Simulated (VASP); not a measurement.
A run of VASP 6.6.1:

Contents of INCAR:

```
SYSTEM = BaTiO3
PREC = Accurate
ENCUT = 520
EDIFF = 1E-6
ISMEAR = 0
SIGMA = 0.02
LREAL = .FALSE.
LASPH = .TRUE.
NELM = 60
ALGO = Normal
ISIF = 2
LWAVE = .FALSE.
LCHARG = .TRUE.
GGA = PS
LELF = .TRUE.
LVHAR = .TRUE.
NBANDS = 28
```

KPOINTS

```
Automatic mesh
0
G
  8 8 8
  0 0 0
```

File POSCAR:

```
BaTiO3
1.0
    3.9554885126      0.0000000000      0.0000000000
    0.0000000000      3.9554885126      0.0000000000
    0.0000000000      0.0000000000      4.0440396062
Ba Ti O
1 1 3
Direct
    0.5000000000      0.5000000000      0.5825208317
    0.0000000000      0.0000000000      0.0977311502
    0.0000000000      0.5000000000      0.0634795547
    0.5000000000      0.0000000000      0.0634795547
    0.0000000000      0.0000000000      0.5527858987
```

Potentials or basis: VASP PAW PBE potentials, release 64 (Ba_sv, Ti_sv, O).

Launch:

```console
$ cat potpaw_PBE.64/Ba_sv/POTCAR potpaw_PBE.64/Ti_sv/POTCAR potpaw_PBE.64/O/POTCAR > POTCAR
$ mpirun -np 1 vasp_std > vasp.out
```

Hardware: 1 thread of Intel Xeon 8259CL, with other jobs on the host.

Question: How long does it take, and how much memory?

Answer: Wall time 3.4 min on 1 thread of Intel Xeon 8259CL, with other jobs on the host, peak memory 0.27 GiB. Counts: scf iterations 15, k points 75.
